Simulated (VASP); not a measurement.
# Bi in VASP: single point with PBE

Aim: the single point of Bi with PBE.

Program: VASP 6.6.1. These are calculated values, not measurements. Logs are shortened: lines on timing, memory, paths and dates and some standing lists are left out, and cuts for length are marked.

### Step 1. The cell of the first run

The typed cell holds 5 atoms: a = 4.511 Å, b = 4.511 Å, c = 10.386 Å, α = 77.72°, β = 77.72°, γ = 59.99°.

The cell was built from a structure type or drawn by symmetry, and may not be a known phase.

### Step 2. Single point, PBE

Input file INCAR:

```
PREC     = Accurate       # precision mode
ENCUT    = 520            # plane-wave cutoff, eV
EDIFF    = 1E-6           # SCF threshold, eV
ISMEAR   = 0              # smearing method
SIGMA    = 0.1            # smearing width, eV
LREAL    = F              # projectors in reciprocal space
LASPH    = T              # aspherical terms in the spheres
NELM     = 100            # most SCF steps
ALGO     = Fast           # electronic algorithm
ISIF     = 2              # what is computed and relaxed
LWAVE    = F              # write WAVECAR
LCHARG   = F              # write CHGCAR
GGA      = PE             # functional
NBANDS   = 46             # bands
```

Input file KPOINTS:

```
regular mesh
0
Gamma
  10 10 4
```

Input file POSCAR:

```
Bi
1.0
    4.4737017947      0.5756430958      0.0756198590
    1.7378710060      4.1616809099      0.0957945512
    1.8793022769      1.3768333230     10.1212361072
Bi
5
Direct
    0.4253953199      0.8325306306      0.0662212096
    0.8261297875      0.2332297478      0.8648339786
    0.0246608524      0.4318315135      0.2676084405
    0.2917867374      0.6989736505      0.4677708041
    0.5590039025      0.9660876107      0.6646716150
```

Potentials or basis: VASP PAW PBE potentials, release 64 (Bi_d).

The run is started by

```sh
> cat potpaw_PBE.64/Bi_d/POTCAR > POTCAR
> mpirun -np 1 vasp_std > vasp.out
```

OUTCAR:

```text
PREC = Accurate
   ENCUT = 520
   EDIFF = 1E-6
   ISMEAR = 0
   LREAL = F
   LASPH = T
   NELM = 100
   ISIF = 2
   GGA = PE

 ion  position               nearest neighbor table
   1  0.425  0.833  0.066-   3 3.30   2 3.30   3 3.30   2 3.30   3 3.31   2 3.31
   2  0.826  0.233  0.865-   5 3.29   1 3.30   1 3.30   5 3.30   5 3.30   1 3.31
   3  0.025  0.432  0.268-   4 3.29   1 3.30   1 3.30   4 3.30   4 3.30   1 3.31
   4  0.292  0.699  0.468-   5 3.26   5 3.28   5 3.28   3 3.29   3 3.30   3 3.30
   5  0.559  0.966  0.665-   4 3.26   4 3.28   4 3.28   2 3.29   2 3.30   2 3.30

  LATTYP: Found a base centered monoclinic cell.
 ALAT       =    44.1177058547
 B/A-ratio  =     0.1022384519
 C/A-ratio  =     0.2354133635
 COS(beta)  =    -0.9851514207

  Lattice vectors:

 A1 = (  -8.2323063485,  -3.3293097418, -20.3180920734)
 A2 = (  -5.4964755598,  -6.9153475559, -20.3382667656)
 A3 = (   1.8793022769,   1.3768333230,  10.1212361072)

Analysis of symmetry for initial positions (statically):
=====================================================================
 Subroutine PRICEL returns:
 Original cell was already a primitive cell.

 Routine SETGRP: Setting up the symmetry group for a
 base centered monoclinic supercell.

 Subroutine GETGRP returns: Found  2 space group operations
 (whereof  1 operations were pure point group operations)
 out of a pool of  4 trial point group operations.

The static configuration has the point symmetry C_1 .
 The point group associated with its full space group is S_2 .

Analysis of symmetry for dynamics (positions and initial velocities):
=====================================================================
 Subroutine PRICEL returns:
 Original cell was already a primitive cell.

 Routine SETGRP: Setting up the symmetry group for a
 base centered monoclinic supercell.

 Subroutine GETGRP returns: Found  2 space group operations
 (whereof  1 operations were pure point group operations)
 out of a pool of  4 trial point group operations.

The dynamic configuration has the point symmetry C_1 .
 The point group associated with its full space group is S_2 .

 Subroutine INISYM returns: Found  2 space group operations
 (whereof  1 operations are pure point group operations),
 and found     1 'primitive' translations

----------------------------------------------------------------------------------------

                                     Primitive cell

  volume of cell :     177.4163

  direct lattice vectors                    reciprocal lattice vectors
     4.473701795  0.575643096  0.075619859     0.236672009 -0.098127286 -0.030596394
     1.737871006  4.161680910  0.095794551    -0.032252421  0.254414563 -0.028620457
     1.879302277  1.376833323 10.121236107    -0.001463013 -0.001674811  0.099301643

  length of vectors
     4.511218359  4.510982180 10.385897524     0.258028571  0.258042863  0.099326541

  position of ions in fractional coordinates (direct lattice)
     0.425395320  0.832530631  0.066221210
     0.826129788  0.233229748  0.864833979
     0.024660852  0.431831514  0.267608440
     0.291786737  0.698973651  0.467770804
     0.559003903  0.966087611  0.664671615

  ion indices of the primitive-cell ions
   primitive index   ion index
                 1           1
                 2           2
                 3           3
                 4           4
                 5           5

----------------------------------------------------------------------------------------

 KPOINTS: regular mesh

Automatic generation of k-mesh.
 Grid dimensions read from file:
 generate k-points for:   10   10    4

 Generating k-lattice:

  Cartesian coordinates                     Fractional coordinates (reciprocal lattice)
     0.023667201 -0.009812729 -0.003059639     0.100000000 -0.000000000  0.000000000
    -0.003225242  0.025441456 -0.002862046    -0.000000000  0.100000000  0.000000000
    -0.000365753 -0.000418703  0.024825411     0.000000000  0.000000000  0.250000000

  Length of vectors
     0.025802857  0.025804286  0.024831635

  Shift w.r.t. Gamma in fractional coordinates (k-lattice)
     0.000000000  0.000000000  0.000000000

 Subroutine IBZKPT returns following result:
 ===========================================

 Found    204 irreducible k-points:

 Following reciprocal coordinates:
            Coordinates               Weight
  0.000000  0.000000  0.000000      1.000000
  0.100000  0.000000  0.000000      2.000000
  0.200000  0.000000  0.000000      2.000000
  0.300000 -0.000000  0.000000      2.000000
  0.400000 -0.000000  0.000000      2.000000
  0.500000  0.000000  0.000000      1.000000
[... 16 lines left out ...]
 -0.400000  0.200000 -0.000000      2.000000
 -0.300000  0.200000 -0.000000      2.000000
 [... further k-points ...]
   k-points           NKPTS =    204   k-points in BZ     NKDIM =    204   number of bands    NBANDS=     46
   number of dos      NEDOS =    301   number of ions     NIONS =      5
   total plane-waves  NPLWV = 103680
   dimension x,y,z NGX =    36 NGY =   36 NGZ =   80
   dimension x,y,z NGXF=    72 NGYF=   72 NGZF=  160
   ions per type =               5
   NGX,Y,Z   is equivalent  to a cutoff of  13.27, 13.27, 12.81 a.u.
   NGXF,Y,Z  is equivalent  to a cutoff of  26.53, 26.53, 25.61 a.u.
 SYSTEM =  unknown system
   PREC   = accura    normal or accurate (medium, high low for compatibility)
   ISTART =      0    job   : 0-new  1-cont  2-samecut
   ICHARG =      2    charge: 1-file 2-atom 10-const
   ISPIN  =      1    spin polarized calculation?
   LNONCOLLINEAR =      F non collinear calculations
   LSORBIT =      F    spin-orbit coupling
   LASPH  =      T    aspherical Exc in radial PAW
   ENCUT  =  520.0 eV  38.22 Ry    6.18 a.u.   8.39  8.39 19.31*2*pi/ulx,y,z
   NELM   =    100;   NELMIN=  2; NELMDL= -5     # of ELM steps
   EDIFF  = 0.1E-05   stopping-criterion for ELM
   LREAL  =      F    real-space projection
   EDIFFG = 0.1E-04   stopping-criterion for IOM
   NSW    =      0    number of steps for IOM
   IBRION =     -1    ionic relax: 0-MD 1-quasi-New 2-CG
   NFREE  =      0    steps in history (QN), initial steepest desc. (CG)
   ISIF   =      2    stress and relaxation
   ISYM   =      2    0-nonsym 1-usesym 2-fastsym
   POTIM  = 0.5000    time-step for ionic-motion
   TEBEG  =    0.0;   TEEND  =   0.0 temperature during run
   PSTRESS=    0.0 pullay stress
   NELECT =      75.0000    total number of electrons
   NUPDOWN=      -1.0000    fix difference up-down
   EMIN   =  10.00;   EMAX   =-10.00  energy-range for DOS
   EFERMI =   0.00;   METHOD = LEGACY
   ISMEAR =     0;   SIGMA  =   0.10  broadening in eV -4-tet -1-fermi 0-gaus
   EFERMI_NEDOS =   21; number of points for ismear=-14 and -15
   IALGO  =     68    algorithm
   IMIX   =      4    mixing-type and parameters
     AMIX     =   0.40;   BMIX     =  1.00
     AMIX_MAG =   1.60;   BMIX_MAG =  1.00
  volume/ion in A,a.u.               =      35.48       239.45
  Fermi-wavevector in a.u.,A,eV,Ry     =   1.228657  2.321826 20.539340  1.509599
  Thomas-Fermi vector in A             =   2.363574
   LORBIT       =      0    0 simple, 1 ext, 2 COOP (PROOUT), +10 PAW based schemes
   GGA     = PE    functional components
   LHFCALC =     F    Hartree Fock is set to
   AEXX    =    0.0000 exact exchange contribution
   IVDW    =     0    specifies the selected vdW correction
   LEPSILON=     F    determine dielectric tensor
   LRPA    =     F    only Hartree local field effects (RPA)
 non-spin polarized calculation
 RMM-DIIS sequential band-by-band and
 Gauss-broadening in eV      SIGMA  =   0.10
  energy-cutoff  :      520.00
  volume of cell :      177.42
 maximum number of plane-waves:      4826
 NGX is ok and might be reduce to    36
   NGX = 17   NGY = 17   NGZ = 39

 number of electron      74.9999999 magnetization

 Free energy of the ion-electron system (eV)
  ---------------------------------------------------
  ext. energy  EPLUGINS =         0.00000000
  ---------------------------------------------------
  free energy    TOTEN  =       -19.04598311 eV

  energy without entropy =      -19.02861289  energy(sigma->0) =      -19.03729800

 E-fermi :   6.2596     XC(G=0):  -9.5274

 val. band max:        6.2570568835   @ k =  -0.1000  -0.1000   0.2500
 cond. band min:       6.2614597438   @ k =  -0.3000   0.3000   0.2500
 fundamental gap:      0.0044028603
 Fermi energy:         6.2595571661

 k-point     1 :       0.0000    0.0000    0.0000
  band No.  band energies     occupation
      1     -16.6512      2.00000
      2     -16.6500      2.00000
      3     -16.6138      2.00000
      4     -16.6122      2.00000
      5     -16.5524      2.00000
      6     -16.5461      2.00000
[... 38 lines left out ...]
     45       9.9693      0.00000
     46      11.4953      0.00000

 k-point     2 :       0.1000    0.0000    0.0000
  band No.  band energies     occupation
      1     -16.6497      2.00000
      2     -16.6425      2.00000
      3     -16.6114      2.00000
      4     -16.6085      2.00000
      5     -16.5556      2.00000
      6     -16.5477      2.00000
[... 38 lines left out ...]
     45       9.6951      0.00000
     46      11.4466      0.00000

 k-point     3 :       0.2000    0.0000    0.0000
  band No.  band energies     occupation
      1     -16.6469      2.00000
      2     -16.6209      2.00000
      3     -16.6069      2.00000
      4     -16.5949      2.00000
      5     -16.5606      2.00000
      6     -16.5504      2.00000
[... 38 lines left out ...]
     45      10.1749      0.00000
     46      11.1347      0.00000

 k-point     4 :       0.3000   -0.0000    0.0000
  band No.  band energies     occupation
      1     -16.6441      2.00000
      2     -16.6010      2.00000
      3     -16.5914      2.00000
      4     -16.5779      2.00000
      5     -16.5523      2.00000
      6     -16.5499      2.00000
[... 920 lines left out ...]
     45      10.3410      0.00000
     46      11.5598      0.00000

 k-point    23 :      -0.4000    0.2000   -0.0000
  band No.  band energies     occupation
      1     -16.6219      2.00000
      2     -16.5865      2.00000
      3     -16.5754      2.00000
      4     -16.5495      2.00000
      5     -16.5415      2.00000
      6     -16.5294      2.00000
[... 38 lines left out ...]
     45      10.5309      0.00000
     46      11.7445      0.00000

 k-point    24 :      -0.3000    0.2000   -0.0000
  band No.  band energies     occupation
      1     -16.6239      2.00000
      2     -16.5900      2.00000
      3     -16.5844      2.00000
      4     -16.5560      2.00000
      5     -16.5422      2.00000
      6     -16.5264      2.00000
[... 38 lines left out ...]
     45      10.6423      0.00000
     46      11.6712      0.00000

 [... further k-points ...]

------------------------ aborting loop because EDIFF is reached ----------------------------------------

  FORCE on cell =-STRESS in cart. coord.  units (eV):
  Direction    XX          YY          ZZ          XY          YZ          ZX
  --------------------------------------------------------------------------------------
  -------------------------------------------------------------------------------------
  Total       -0.0759523     -0.0727763     -0.0879879     -0.0059549      0.0009024      0.0016855
  in kB       -0.6858961     -0.6572144     -0.7945849     -0.0537766      0.0081492      0.0152208
  external PRESSURE =      -0.7125651 kB  Pullay stress =       0.0000000 kB

 VOLUME and BASIS-vectors are now :
 -----------------------------------------------------------------------------
  energy-cutoff  :      520.00
  volume of cell :      177.42
      direct lattice vectors                 reciprocal lattice vectors
     4.473701795  0.575643096  0.075619859     0.236672009 -0.098127286 -0.030596394
     1.737871006  4.161680910  0.095794551    -0.032252421  0.254414563 -0.028620457
     1.879302277  1.376833323 10.121236107    -0.001463013 -0.001674811  0.099301643

 POSITION                                       TOTAL-FORCE (eV/Angst)
 -----------------------------------------------------------------------------------
      3.47437      3.80078      0.78216        -0.000000     -0.000000     -0.000000
      5.72647      2.63692      8.83800        -0.000273      0.000144      0.005546
      1.36371      2.17979      2.75176         0.000273     -0.000144     -0.005546
      3.39918      3.72091      4.82344        -0.000006     -0.000170     -0.005236
      5.42887      5.25748      6.86212         0.000006      0.000170      0.005236
 -----------------------------------------------------------------------------------
    total drift:                               -0.000003      0.000007     -0.000019

  FREE ENERGIE OF THE ION-ELECTRON SYSTEM (eV)
  ---------------------------------------------------
  free  energy   TOTEN  =       -19.0459831145 eV

  energy  without entropy=      -19.0286128909  energy(sigma->0) =      -19.03729800
```

Wall time 31 min (1 thread of Oxide Virtual Turin-like, shared host); peak memory 1.1 GiB.

What came out:

- Free energy: -19.0460 eV
- Pressure: -0.1 GPa
- Largest force: 0.006 eV/Å
- Band gap on the k mesh: zero (an odd number of electrons rules out a gap without spin polarisation)

Forces in eV/Å, atoms in the order of the input:
```
Bi   0.000  0.000  0.000
Bi   0.000  0.000  0.006
Bi   0.000  0.000 -0.006
Bi   0.000  0.000 -0.005
Bi   0.000  0.000  0.005
```

Caveat: spin-orbit coupling is left out, which moves the levels of the heavy elements.
